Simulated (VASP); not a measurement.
Al2GaSb3: single point with PBE

Al2GaSb3:

```xyz
6
Lattice="4.1903 0.0000 0.0000 0.0000 4.1903 0.0000 0.0000 0.0000 7.9541" Properties=species:S:1:pos:R:3 pbc="T T T"
Al    0.0000    2.0952    5.6497
Al    2.0952    0.0000    2.3044
Ga    0.0000    0.0000    0.0000
Sb    2.0952    2.0952    0.0000
Sb    0.0000    2.0952    2.7637
Sb    2.0952    0.0000    5.1903
```

The cell was built from a structure type or drawn by symmetry, and may not be a known phase.

```
Program                : VASP 6.6.1
Task                   : single point
Functional             : PBE
Potentials or basis    : VASP PAW PBE potentials, release 64 (Al, Ga_d, Sb)
Cutoff                 : 520 eV
k mesh                 : 4 × 4 × 2
Occupations            : gaussian, width 0.1 eV
Spin                   : no spin polarisation
Dipole correction      : no
Further INCAR settings : ALGO = Normal; EDIFF = 1e-07; NBANDS = 26
```

- Pressure: 0.1 GPa
- Largest force: 0.004 eV/Å
- Band gap on the k mesh: zero (bands 17 and 18 overlap by 1.82 eV)

Forces on the atoms (eV/Å):
```
Al   0.000  0.000  0.004
Al   0.000  0.000 -0.004
Ga   0.000  0.000  0.000
Sb   0.000  0.000  0.000
Sb   0.000  0.000  0.000
Sb   0.000  0.000  0.000
```

Levels at points of the mesh, in eV from the Fermi level:
| k point | band 15 | band 16 | band 17 | band 18 | band 19 | band 20 |
| --- | --- | --- | --- | --- | --- | --- |
| (0.00, 0.00, 0.00) | -0.93 | -0.93 | -0.83 | -0.83 | -0.60 | 0.49 |
| (0.50, 0.00, 0.00) | -0.69 | -0.30 | -0.12 | 0.37 | 0.75 | 1.28 |
| (0.50, 0.50, 0.00) | -4.00 | -3.69 | -3.61 | 1.20 | 1.48 | 1.48 |
| (0.00, 0.00, 0.50) | -2.27 | -1.79 | 0.59 | 0.59 | 0.73 | 1.63 |
| (0.50, 0.00, 0.50) | -0.53 | -0.18 | 0.32 | 0.35 | 0.69 | 1.35 |
| (0.50, 0.50, 0.50) | -2.20 | -2.20 | -1.76 | -1.23 | -1.23 | -0.83 |

Wall time 38 s on 1 thread of Intel(R) Xeon(R) Platinum 8375C CPU @ 2.90GHz (Ice Lake) (shared host), peak memory 0.25 GiB.

Caveat: the k points lie up to 0.39 Å⁻¹ apart, too coarse for converged energies and pressures of a metal; spin-orbit coupling is left out, which moves the levels of the heavy elements.
